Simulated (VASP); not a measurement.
# MgO (P6_3mc) in VASP: further runs

Runs on MgO. Level: PBE. Tasks: single point.

All numbers are computed with VASP 6.6.1; they aren't measurements. Logs are shortened: lines on timing, memory, paths and dates and some standing lists are left out, and cuts for length are marked.

## (1) The cell of the first run

The structure is hexagonal, space group P6_3mc (No. 186). Conventional cell: a = 3.180 Å, b = 3.180 Å, c = 5.567 Å, α = 90.00°, β = 90.00°, γ = 120.00°. Mg (site symmetry 3m) has 4 O at 1.95 to 2.13 Å within 2.6 Å. O (site symmetry 3m) has 4 Mg at 1.95 to 2.13 Å within 2.6 Å.

## (2) Single point, PBE (c/a of the conventional cell at fixed volume 1.7508)

The input, INCAR:

```
PREC = Accurate
ENCUT = 520
EDIFF = 1E-7
ISMEAR = 0
SIGMA = 0.05
LREAL = False
LASPH = True
NELM = 100
ALGO = Normal
ISIF = 2
LWAVE = False
LCHARG = False
GGA = PE
NBANDS = 16
```

The input, KPOINTS:

```
Automatic mesh
0
Gamma
  9 9 6
```

The input, POSCAR:

```
MgO
1.0
    3.1798172993      0.0000000000      0.0000000000
   -1.5899086497      2.7538025606      0.0000000000
    0.0000000000      0.0000000000      5.5672241276
Mg O
2 2
Direct
    0.3333333333      0.6666666667      0.0160814757
    0.6666666667      0.3333333333      0.5160814757
    0.3333333333      0.6666666667      0.3982811987
    0.6666666667      0.3333333333      0.8982811987
```

Potentials or basis: VASP PAW PBE potentials, release 64 (Mg, O).

Run with:

```console
> cat potpaw_PBE.64/Mg/POTCAR potpaw_PBE.64/O/POTCAR > POTCAR
> mpirun -np 1 vasp_std > vasp.out
```

OUTCAR:

```text
PREC = Accurate
   ENCUT = 520
   EDIFF = 1E-7
   ISMEAR = 0
   LREAL = False
   LASPH = True
   NELM = 100
   ISIF = 2
   GGA = PE

 ion  position               nearest neighbor table
   1  0.333  0.667  0.016-   4 1.95   4 1.95   4 1.95   3 2.13   2 3.33   2 3.33   2 3.33   2 3.33
                             2 3.33   2 3.33
   2  0.667  0.333  0.516-   3 1.95   3 1.95   3 1.95   4 2.13   1 3.33   1 3.33   1 3.33   1 3.33
                             1 3.33   1 3.33
   3  0.333  0.667  0.398-   2 1.95   2 1.95   2 1.95   1 2.13
   4  0.667  0.333  0.898-   1 1.95   1 1.95   1 1.95   2 2.13

  LATTYP: Found a hexagonal cell.
 ALAT       =     3.1798172993
 C/A-ratio  =     1.7508000000

  Lattice vectors:

 A1 = (   3.1798172993,   0.0000000000,   0.0000000000)
 A2 = (  -1.5899086497,   2.7538025606,   0.0000000000)
 A3 = (   0.0000000000,   0.0000000000,   5.5672241276)

Analysis of symmetry for initial positions (statically):
=====================================================================
 Subroutine PRICEL returns:
 Original cell was already a primitive cell.

 Routine SETGRP: Setting up the symmetry group for a
 hexagonal supercell.

 Subroutine GETGRP returns: Found 12 space group operations
 (whereof  6 operations were pure point group operations)
 out of a pool of 24 trial point group operations.

The static configuration has the point symmetry C_3v.
 The point group associated with its full space group is C_6v.

Analysis of symmetry for dynamics (positions and initial velocities):
=====================================================================
 Subroutine PRICEL returns:
 Original cell was already a primitive cell.

 Routine SETGRP: Setting up the symmetry group for a
 hexagonal supercell.

 Subroutine GETGRP returns: Found 12 space group operations
 (whereof  6 operations were pure point group operations)
 out of a pool of 24 trial point group operations.

The dynamic configuration has the point symmetry C_3v.
 The point group associated with its full space group is C_6v.

 Subroutine INISYM returns: Found 12 space group operations
 (whereof  6 operations are pure point group operations),
 and found     1 'primitive' translations

----------------------------------------------------------------------------------------

                                     Primitive cell

  volume of cell :      48.7499

  direct lattice vectors                    reciprocal lattice vectors
     3.179817299  0.000000000  0.000000000     0.314483477  0.181567120  0.000000000
    -1.589908650  2.753802561  0.000000000     0.000000000  0.363134240  0.000000000
     0.000000000  0.000000000  5.567224128     0.000000000  0.000000000  0.179622731

  length of vectors
     3.179817299  3.179817299  5.567224128     0.363134240  0.363134240  0.179622731

  position of ions in fractional coordinates (direct lattice)
     0.333333333  0.666666667  0.016081476
     0.666666667  0.333333333  0.516081476
     0.333333333  0.666666667  0.398281199
     0.666666667  0.333333333  0.898281199

  ion indices of the primitive-cell ions
   primitive index   ion index
                 1           1
                 2           2
                 3           3
                 4           4

----------------------------------------------------------------------------------------

 KPOINTS: Automatic mesh

Automatic generation of k-mesh.
 Grid dimensions read from file:
 generate k-points for:    9    9    6

 Generating k-lattice:

  Cartesian coordinates                     Fractional coordinates (reciprocal lattice)
     0.034942609  0.020174124  0.000000000     0.111111111  0.000000000  0.000000000
     0.000000000  0.040348249  0.000000000     0.000000000  0.111111111  0.000000000
     0.000000000  0.000000000  0.029937122     0.000000000  0.000000000  0.166666667

  Length of vectors
     0.040348249  0.040348249  0.029937122

  Shift w.r.t. Gamma in fractional coordinates (k-lattice)
     0.000000000  0.000000000  0.000000000

 Subroutine IBZKPT returns following result:
 ===========================================

 Found     48 irreducible k-points:

 Following reciprocal coordinates:
            Coordinates               Weight
  0.000000  0.000000  0.000000      1.000000
  0.111111 -0.000000  0.000000      6.000000
  0.222222 -0.000000  0.000000      6.000000
  0.333333 -0.000000  0.000000      6.000000
  0.444444 -0.000000  0.000000      6.000000
  0.111111  0.111111  0.000000      6.000000
[... 16 lines left out ...]
  0.333333  0.222222  0.166667     24.000000
  0.333333  0.333333  0.166667      4.000000
 [... further k-points ...]
   k-points           NKPTS =     48   k-points in BZ     NKDIM =     48   number of bands    NBANDS=     16
   number of dos      NEDOS =    301   number of ions     NIONS =      4
   total plane-waves  NPLWV =  24192
   dimension x,y,z NGX =    24 NGY =   24 NGZ =   42
   dimension x,y,z NGXF=    48 NGYF=   48 NGZF=   84
   ions per type =               2   2
   NGX,Y,Z   is equivalent  to a cutoff of  12.55, 12.55, 12.54 a.u.
   NGXF,Y,Z  is equivalent  to a cutoff of  25.10, 25.10, 25.08 a.u.
 SYSTEM =  unknown system
   PREC   = accura    normal or accurate (medium, high low for compatibility)
   ISTART =      0    job   : 0-new  1-cont  2-samecut
   ICHARG =      2    charge: 1-file 2-atom 10-const
   ISPIN  =      1    spin polarized calculation?
   LNONCOLLINEAR =      F non collinear calculations
   LSORBIT =      F    spin-orbit coupling
   LASPH  =      T    aspherical Exc in radial PAW
   ENCUT  =  520.0 eV  38.22 Ry    6.18 a.u.   5.91  5.91 10.35*2*pi/ulx,y,z
   NELM   =    100;   NELMIN=  2; NELMDL= -5     # of ELM steps
   EDIFF  = 0.1E-06   stopping-criterion for ELM
   LREAL  =      F    real-space projection
   EDIFFG = 0.1E-05   stopping-criterion for IOM
   NSW    =      0    number of steps for IOM
   IBRION =     -1    ionic relax: 0-MD 1-quasi-New 2-CG
   NFREE  =      0    steps in history (QN), initial steepest desc. (CG)
   ISIF   =      2    stress and relaxation
   ISYM   =      2    0-nonsym 1-usesym 2-fastsym
   POTIM  = 0.5000    time-step for ionic-motion
   TEBEG  =    0.0;   TEEND  =   0.0 temperature during run
   PSTRESS=    0.0 pullay stress
   NELECT =      16.0000    total number of electrons
   NUPDOWN=      -1.0000    fix difference up-down
   EMIN   =  10.00;   EMAX   =-10.00  energy-range for DOS
   EFERMI =   0.00;   METHOD = LEGACY
   ISMEAR =     0;   SIGMA  =   0.05  broadening in eV -4-tet -1-fermi 0-gaus
   EFERMI_NEDOS =   21; number of points for ismear=-14 and -15
   IALGO  =     38    algorithm
   IMIX   =      4    mixing-type and parameters
     AMIX     =   0.40;   BMIX     =  1.00
     AMIX_MAG =   1.60;   BMIX_MAG =  1.00
  volume/ion in A,a.u.               =      12.19        82.25
  Fermi-wavevector in a.u.,A,eV,Ry     =   1.129250  2.133974 17.350238  1.275207
  Thomas-Fermi vector in A             =   2.265943
   LORBIT       =      0    0 simple, 1 ext, 2 COOP (PROOUT), +10 PAW based schemes
   GGA     = PE    functional components
   LHFCALC =     F    Hartree Fock is set to
   AEXX    =    0.0000 exact exchange contribution
   IVDW    =     0    specifies the selected vdW correction
   LEPSILON=     F    determine dielectric tensor
   LRPA    =     F    only Hartree local field effects (RPA)
 non-spin polarized calculation
 Gauss-broadening in eV      SIGMA  =   0.05
  energy-cutoff  :      520.00
  volume of cell :       48.75
 maximum number of plane-waves:      1326
 NGX is ok and might be reduce to    24
   NGX = 11   NGY = 11   NGZ = 21

 number of electron      16.0000002 magnetization

 Free energy of the ion-electron system (eV)
  ---------------------------------------------------
  ext. energy  EPLUGINS =         0.00000000
  ---------------------------------------------------
  free energy    TOTEN  =       -23.31834825 eV

  energy without entropy =      -23.31834825  energy(sigma->0) =      -23.31834825

 E-fermi :   0.9941     XC(G=0):  -9.5996

 val. band max:        0.7147875382   @ k =   0.0000   0.0000   0.0000
 cond. band min:       4.1807326376   @ k =   0.0000   0.0000   0.0000
 fundamental gap:      3.4659450994
 Fermi energy:         0.9941210791

 k-point     1 :       0.0000    0.0000    0.0000
  band No.  band energies     occupation
      1     -15.1925      2.00000
      2     -14.6534      2.00000
      3      -2.4526      2.00000
      4       0.5449      2.00000
      5       0.5662      2.00000
      6       0.5662      2.00000
[... 8 lines left out ...]
     15      18.0380      0.00000
     16      18.1622      0.00000

 k-point     2 :       0.1111   -0.0000    0.0000
  band No.  band energies     occupation
      1     -15.1258      2.00000
      2     -14.6146      2.00000
      3      -2.3134      2.00000
      4       0.1689      2.00000
      5       0.3163      2.00000
      6       0.4900      2.00000
[... 8 lines left out ...]
     15      17.0997      0.00000
     16      17.5385      0.00000

 k-point     3 :       0.2222   -0.0000    0.0000
  band No.  band energies     occupation
      1     -14.9482      2.00000
      2     -14.5183      2.00000
      3      -1.9218      2.00000
      4      -0.7466      2.00000
      5      -0.3531      2.00000
      6       0.3264      2.00000
[... 8 lines left out ...]
     15      16.4151      0.00000
     16      17.1272      0.00000

 k-point     4 :       0.3333   -0.0000    0.0000
  band No.  band energies     occupation
      1     -14.7249      2.00000
      2     -14.4174      2.00000
      3      -1.5572      2.00000
      4      -1.3626      2.00000
      5      -1.0004      2.00000
      6       0.1631      2.00000
[... 8 lines left out ...]
     15      15.7848      0.00000
     16      17.2725      0.00000

 k-point     5 :       0.4444   -0.0000    0.0000
  band No.  band energies     occupation
      1     -14.5526      2.00000
      2     -14.3700      2.00000
      3      -2.0117      2.00000
      4      -1.3924      2.00000
      5      -0.8280      2.00000
      6       0.0644      2.00000
[... 8 lines left out ...]
     15      15.3933      0.00000
     16      17.4042      0.00000

 k-point     6 :       0.1111    0.1111    0.0000
  band No.  band energies     occupation
      1     -15.0034      2.00000
      2     -14.5470      2.00000
      3      -2.0477      2.00000
      4      -0.4427      2.00000
      5      -0.1962      2.00000
      6       0.4078      2.00000
[... 8 lines left out ...]
     15      16.1567      0.00000
     16      17.2303      0.00000
[... 267 lines left out ...]
 k-point    21 :       0.4444    0.1111    0.1667
  band No.  band energies     occupation
      1     -14.4927      2.00000
      2     -14.3715      2.00000
      3      -2.0087      2.00000
      4      -1.4910      2.00000
      5      -0.5708      2.00000
      6      -0.0955      2.00000
[... 8 lines left out ...]
     15      14.8416      0.00000
     16      17.1483      0.00000

 k-point    22 :       0.2222    0.2222    0.1667
  band No.  band energies     occupation
      1     -14.6030      2.00000
      2     -14.3952      2.00000
      3      -1.5711      2.00000
      4      -1.3910      2.00000
      5      -0.6739      2.00000
      6      -0.2733      2.00000
[... 8 lines left out ...]
     15      14.3591      0.00000
     16      17.5535      0.00000

 k-point    23 :       0.3333    0.2222    0.1667
  band No.  band energies     occupation
      1     -14.4648      2.00000
      2     -14.3641      2.00000
      3      -1.7297      2.00000
      4      -1.2949      2.00000
      5      -0.7142      2.00000
      6      -0.3656      2.00000
[... 8 lines left out ...]
     15      14.3565      0.00000
     16      17.4702      0.00000

 k-point    24 :       0.3333    0.3333    0.1667
  band No.  band energies     occupation
      1     -14.3853      2.00000
      2     -14.3853      2.00000
      3      -1.5069      2.00000
      4      -1.0760      2.00000
      5      -1.0760      2.00000
      6      -0.6722      2.00000
[... 8 lines left out ...]
     15      14.4056      0.00000
     16      18.3810      0.00000

 [... further k-points ...]

------------------------ aborting loop because EDIFF is reached ----------------------------------------

  FORCE on cell =-STRESS in cart. coord.  units (eV):
  Direction    XX          YY          ZZ          XY          YZ          ZX
  --------------------------------------------------------------------------------------
  -------------------------------------------------------------------------------------
  Total        2.5435641      2.5435641     -3.5251159     -0.0000000     -0.0000000      0.0000000
  in kB       83.5948646     83.5948646   -115.8538056     -0.0000000     -0.0000000      0.0000000
  external PRESSURE =      17.1119745 kB  Pullay stress =       0.0000000 kB

 VOLUME and BASIS-vectors are now :
 -----------------------------------------------------------------------------
  energy-cutoff  :      520.00
  volume of cell :       48.75
      direct lattice vectors                 reciprocal lattice vectors
     3.179817299  0.000000000  0.000000000     0.314483477  0.181567120  0.000000000
    -1.589908650  2.753802561  0.000000000     0.000000000  0.363134240  0.000000000
     0.000000000  0.000000000  5.567224128     0.000000000  0.000000000  0.179622731

 POSITION                                       TOTAL-FORCE (eV/Angst)
 -----------------------------------------------------------------------------------
     -0.00000      1.83587      0.08953        -0.000000      0.000000      0.528639
      1.58991      0.91793      2.87314         0.000000     -0.000000      0.528639
     -0.00000      1.83587      2.21732         0.000000      0.000000     -0.528639
      1.58991      0.91793      5.00093        -0.000000     -0.000000     -0.528639
 -----------------------------------------------------------------------------------
    total drift:                               -0.000000      0.000000     -0.000031

  FREE ENERGIE OF THE ION-ELECTRON SYSTEM (eV)
  ---------------------------------------------------
  free  energy   TOTEN  =       -23.3183482534 eV

  energy  without entropy=      -23.3183482534  energy(sigma->0) =      -23.31834825
```

Wall time 15 s (1 thread of Intel Xeon 6975P-C (Granite Rapids), shared host); peak memory 0.18 GiB.

Results:

```
Free energy            : -23.3183 eV
Pressure               : 1.7 GPa
Largest force          : 0.529 eV/Å
Band gap on the k mesh : 3.47 eV, direct
```

Forces on the atoms (eV/Å):
```
Mg   0.000  0.000  0.529
Mg   0.000  0.000  0.529
O    0.000  0.000 -0.529
O    0.000  0.000 -0.529
```

Levels at points of the mesh, in eV from the valence-band top:
```csv
k point,band 5,band 6,band 7,band 8,band 9,band 10,band 11,band 12
"(0.00, 0.00, 0.00)",-0.15,-0.15,0.00,0.00,3.47,8.74,9.34,15.27
"(0.00, 0.00, 0.50)",-0.08,-0.08,-0.08,-0.08,5.84,5.84,12.26,12.26
```

 A k mesh can miss the band edges.

(Part 1 of 4 ends here.)
